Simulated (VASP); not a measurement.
# Ni (Fm-3m) in VASP: further runs, part 2 of 2

VASP 6.6.1. The steps go on from the part before.

## (3) Single point, PBE, collinear spin, ferromagnetic start

This run uses another cell than the first one, of 10.63 Å³/atom.

INCAR reads:

```
PREC = Accurate ; ENCUT = 520
EDIFF = 1E-6 ; ISMEAR = -1
SIGMA = 0.05 ; LREAL = F
LASPH = T ; NELM = 150
ALGO = Normal ; ISIF = 2
LWAVE = F ; LCHARG = F
ISPIN = 2 ; MAGMOM = 1
LORBIT = 11 ; LMAXMIX = 4
GGA = PE ; NBANDS = 15
```

KPOINTS reads:

```
regular mesh
0
Gamma
  13 13 13
```

POSCAR reads:

```
Ni
1.0
    0.0000000000      1.7452622981      1.7452622981
    1.7452622981      0.0000000000      1.7452622981
    1.7452622981      1.7452622981      0.0000000000
Ni
1
Direct
    0.0000000000      0.0000000000      0.0000000000
```

Potentials or basis: VASP PAW PBE potentials, release 64 (Ni).

Run with:

```console
$ cat potpaw_PBE.64/Ni/POTCAR > POTCAR
$ mpirun -np 1 vasp_std > vasp.out
```

Wall time 39 s (1 thread of Intel Xeon 8259CL, shared host); peak memory 0.14 GiB.

It converged, with:

| Quantity | Value |
| --- | --- |
| Free energy | -5.4763 eV |
| Pressure | 5.0 GPa |
| Net moment | 0.62 μB per cell |
| Site moments | Ni +0.63 μB |
| Valence electrons inside the program's atomic spheres | Ni 9.35 |

Levels at points of the mesh, in eV from the Fermi level:
Spin up:
```csv
k point,band 2,band 3,band 4,band 5,band 6,band 7,band 8,band 9
"(0.00, 0.00, 0.00)",-2.49,-2.49,-2.49,-1.28,-1.28,23.91,27.96,27.96
```
Spin down:
```csv
k point,band 2,band 3,band 4,band 5,band 6,band 7,band 8,band 9
"(0.00, 0.00, 0.00)",-1.75,-1.75,-1.75,-0.70,-0.70,23.76,27.94,27.94
```

Caveat: the cell stands under pressure.

## (4) Single point, PBE, collinear spin, ferromagnetic start

This run uses another cell than the first one, of 10.78 Å³/atom.

INCAR reads:

```
PREC = Accurate
ENCUT = 520
EDIFF = 1E-6
ISMEAR = -1
SIGMA = 0.05
LREAL = False
LASPH = True
NELM = 150
ALGO = Normal
ISIF = 2
LWAVE = False
LCHARG = False
ISPIN = 2
MAGMOM = 1
LORBIT = 11
LMAXMIX = 4
GGA = PE
NBANDS = 15
```

KPOINTS is that of step 3.

POSCAR reads:

```
Ni
1.0
    0.0000000000      1.7534111415      1.7534111415
    1.7534111415      0.0000000000      1.7534111415
    1.7534111415      1.7534111415      0.0000000000
Ni
1
Direct
    0.0000000000      0.0000000000      0.0000000000
```

Run with:

```console
$ cat potpaw_PBE.64/Ni/POTCAR > POTCAR
$ mpirun -np 1 vasp_std > vasp.out
```

It took 30 s on 1 thread of Intel Xeon 8259CL, shared host; peak memory 0.13 GiB.

It converged, with:

* Free energy: -5.4794 eV
* Pressure: 2.0 GPa
* Net moment: 0.62 μB per cell
* Site moments: Ni +0.64 μB
* Valence electrons inside the program's atomic spheres: Ni 9.33

Levels at points of the mesh, in eV from the Fermi level:
Spin up:
| k point | band 1 | band 2 | band 3 | band 4 | band 5 | band 6 | band 7 | band 8 | band 9 | band 10 |
| --- | --- | --- | --- | --- | --- | --- | --- | --- | --- | --- |
| (0.00, 0.00, 0.00) | -9.08 | -2.46 | -2.46 | -2.46 | -1.27 | -1.27 | 23.79 | 27.73 | 27.73 | 27.73 |
Spin down:
```csv
k point,band 1,band 2,band 3,band 4,band 5,band 6,band 7,band 8,band 9,band 10
"(0.00, 0.00, 0.00)",-9.11,-1.71,-1.71,-1.71,-0.68,-0.68,23.64,27.71,27.71,27.71
```

## (5) Single point, PBE, collinear spin, ferromagnetic start

This run uses another cell than the first one, of 10.89 Å³/atom.

INCAR reads:

```
SYSTEM = Ni
PREC = Accurate ; ENCUT = 520
EDIFF = 1E-7 ; ISMEAR = -1
SIGMA = 0.05 ; LREAL = .False.
LASPH = .True. ; NELM = 150
ALGO = Normal ; ISIF = 2
LWAVE = .False. ; LCHARG = .True.
ISPIN = 2 ; MAGMOM = 1
LORBIT = 11 ; LMAXMIX = 4
GGA = PE ; LELF = .True.
LVHAR = .True. ; NBANDS = 15
```

KPOINTS reads:

```
regular mesh
0
Gamma
  13 13 13
  0 0 0
```

POSCAR reads:

```
Ni
1.0
    0.0000000000      1.7591318609      1.7591318609
    1.7591318609      0.0000000000      1.7591318609
    1.7591318609      1.7591318609      0.0000000000
Ni
1
Direct
    0.0000000000      0.0000000000      0.0000000000
```

Run with:

```console
$ cat potpaw_PBE.64/Ni/POTCAR > POTCAR
$ mpirun -np 1 vasp_std > vasp.out
```

Wall time 48 s (1 thread of Intel Xeon 8259CL, shared host); peak memory 0.14 GiB.

It converged, with:

- Free energy: -5.4800 eV
- Pressure: 0.0 GPa
- Net moment: 0.63 μB per cell
- Site moments: Ni +0.64 μB
- Valence electrons inside the program's atomic spheres: Ni 9.31

Levels at points of the mesh, in eV from the Fermi level:
Spin up:
```tsv
k point	band 1	band 2	band 3	band 4	band 5	band 6	band 7	band 8	band 9	band 10
(0.00, 0.00, 0.00)	-9.01	-2.43	-2.43	-2.43	-1.26	-1.26	23.71	27.57	27.57	27.57
```
Spin down:
```csv
k point,band 2,band 3,band 4,band 5,band 6,band 7,band 8,band 9
"(0.00, 0.00, 0.00)",-1.68,-1.68,-1.68,-0.68,-0.68,23.55,27.55,27.55
```

## (6) Relaxation of cell and atoms, PBE, collinear spin, ferromagnetic start

This run uses another cell than the first one, of 10.49 Å³/atom.

INCAR reads:

```
PREC = Accurate
ENCUT = 600
EDIFF = 1E-6
ISMEAR = -1
SIGMA = 0.05
LREAL = F
LASPH = T
NELM = 150
ALGO = Normal
ISIF = 3
LWAVE = F
LCHARG = F
ISPIN = 2
MAGMOM = 1
LORBIT = 11
LMAXMIX = 4
GGA = PE
IBRION = 2
NSW = 60
EDIFFG = -0.01
```

KPOINTS reads:

```
Automatic mesh
0
Gamma
  13 13 13
```

POSCAR reads:

```
Ni
1.0
    0.0000000000      1.7375729330      1.7375729330
    1.7375729330      0.0000000000      1.7375729330
    1.7375729330      1.7375729330      0.0000000000
Ni
1
Direct
    0.0000000000      0.0000000000      0.0000000000
```

Potentials or basis: VASP PAW PBE potentials, release 64 (Ni).

Run with:

```console
$ cat potpaw_PBE.64/Ni/POTCAR > POTCAR
$ mpirun -np 1 vasp_std > vasp.out
```

OUTCAR:

```text
PREC = Accurate
   ENCUT = 600
   EDIFF = 1E-6
   ISMEAR = -1
   LREAL = F
   LASPH = T
   NELM = 150
   ISIF = 3
   ISPIN = 2
   LORBIT = 11
   GGA = PE
   IBRION = 2
   NSW = 60
   EDIFFG = -0.01

 ion  position               nearest neighbor table
   1  0.000  0.000  0.000-

  LATTYP: Found a face centered cubic cell.
 ALAT       =     3.4751458660

  Lattice vectors:

 A1 = (   0.0000000000,   1.7375729330,   1.7375729330)
 A2 = (   1.7375729330,   0.0000000000,   1.7375729330)
 A3 = (   1.7375729330,   1.7375729330,   0.0000000000)

Analysis of symmetry for initial positions (statically):
=====================================================================
 Subroutine PRICEL returns:
 Original cell was already a primitive cell.

 Routine SETGRP: Setting up the symmetry group for a
 face centered cubic supercell.

 Subroutine GETGRP returns: Found 48 space group operations
[... 270 lines left out ...]
      1       0.3631      1.00000
      2       6.9419      1.00000
      3       6.9419      1.00000
      4       6.9419      1.00000
      5       8.1196      1.00000
      6       8.1196      1.00000
      7      33.0925      0.00000
      8      36.9549      0.00000
      9      36.9549      0.00000
     10      36.9549      0.00000
[... 287 lines left out ...]
 k-point    24 :       0.4615    0.1538    0.0000
  band No.  band energies     occupation
      1       4.8838      1.00000
      2       6.5581      1.00000
      3       6.9675      1.00000
      4       7.3520      1.00000
      5       8.7983      0.99999
      6      10.2022      0.00000
      7      17.2586      0.00000
      8      28.1717      0.00000
      9      29.8309      0.00000
     10      31.9765      0.00000

 [... further k-points ...]

 spin component 2

 k-point     1 :       0.0000    0.0000    0.0000
  band No.  band energies     occupation
      1       0.3320      1.00000
      2       7.6935      1.00000
      3       7.6935      1.00000
      4       7.6935      1.00000
      5       8.7019      1.00000
      6       8.7019      1.00000
      7      32.9373      0.00000
      8      36.9380      0.00000
      9      36.9380      0.00000
     10      36.9380      0.00000
[... 327 lines left out ...]
  FREE ENERGIE OF THE ION-ELECTRON SYSTEM (eV)
  ---------------------------------------------------
  free  energy   TOTEN  =        -5.4795163839 eV

  energy  without entropy=       -5.4661786703  energy(sigma->0) =       -5.47284753

 reached required accuracy - stopping structural energy minimisation

 total charge

# of ion       s       p       d       tot
------------------------------------------
    1        0.497   0.497   8.315   9.310

 magnetization (x)

# of ion       s       p       d       tot
------------------------------------------
    1       -0.006  -0.024   0.667   0.637
```

OSZICAR:

```text
N       E                     dE             d eps       ncg     rms          rms(c)
DAV:   1     0.286391433041E+02    0.28639E+02   -0.52338E+03  3418   0.144E+03
[... 26 lines left out ...]
DAV:   3    -0.548518819087E+01    0.82246E-01   -0.60152E-01  3620   0.113E+01    0.664E-01
DAV:   4    -0.548047781309E+01    0.47104E-02   -0.31861E-03  3798   0.457E-01    0.363E-01
DAV:   5    -0.547948932183E+01    0.98849E-03   -0.15466E-03  4478   0.282E-01    0.943E-02
DAV:   6    -0.547952184177E+01   -0.32520E-04   -0.70085E-05  3990   0.856E-02    0.453E-02
DAV:   7    -0.547951836429E+01    0.34775E-05   -0.79215E-06  3660   0.396E-02    0.140E-02
DAV:   8    -0.547951646985E+01    0.18944E-05   -0.35168E-07  1758   0.608E-03    0.193E-03
DAV:   9    -0.547951638388E+01    0.85970E-07   -0.34603E-08  1688   0.171E-03
   3 F= -.54795164E+01 E0= -.54728475E+01  d E =-.914256E-02  mag=     0.6256
```

Wall time 67 s (1 thread of Intel Xeon 8259CL, shared host); peak memory 0.15 GiB.

What came out:

- Free energy: -5.4795 eV
- Relaxed volume: 10.88 Å³/atom
- Relaxed cell: a = 2.487 Å, b = 2.487 Å, c = 2.487 Å, α = 60.00°, β = 60.00°, γ = 60.00°
- Space group after relaxing (to 0.1 Å): Fm-3m (No. 225)
- Energy gained by relaxing: 9.1 meV/atom
- Ionic steps: 3
- Pressure after relaxing: 0.0 GPa
- Net moment: 0.63 μB per cell
- Site moments: Ni +0.64 μB
- Valence electrons inside the program's atomic spheres: Ni 9.31

Step by step:
| step | energy change (eV) | largest force (eV/Å) | pressure (GPa) | volume (Å³) |
| --- | --- | --- | --- | --- |
| 1 | 0.0000 | 0.0000 | 7.86 | 10.49 |
| 2 | -0.0002 | 0.0000 | -6.68 | 11.29 |
| 3 | -0.0091 | 0.0000 | -0.01 | 10.88 |

Final structure:
```
CELL_PARAMETERS angstrom
0.00000 1.75882 1.75882
1.75882 0.00000 1.75882
1.75882 1.75882 0.00000
ATOMIC_POSITIONS crystal
Ni 0.00000 0.00000 0.00000
```

## (7) Summary

```tsv
task	cell	cutoff (eV)	gap on the mesh (eV)	pressure (GPa)	moment (μB)
single point	a = 2.451 Å, angles 60.0°, 1 atom	520	none	9.9	0.62
single point	a = 2.468 Å, angles 60.0°, 1 atom	520	none	5.0	0.62
single point	a = 2.480 Å, angles 60.0°, 1 atom	520	none	2.0	0.62
single point	a = 2.488 Å, angles 60.0°, 1 atom	520	none	0.0	0.63
relaxation of cell and atoms	relaxed from a = 2.457 Å, angles 60.0°, 1 atom	600	none	0.0	0.63
```

Alike in all rows: level PBE; potentials or basis VASP PAW PBE potentials, release 64 (Ni); spin collinear, ferromagnetic start; k mesh 13 × 13 × 13; smearing fermi-dirac 0.05 eV.

Caveats: the cell stands under pressure (at least some runs).

Absolute energies hang on the potentials; compare differences alone.
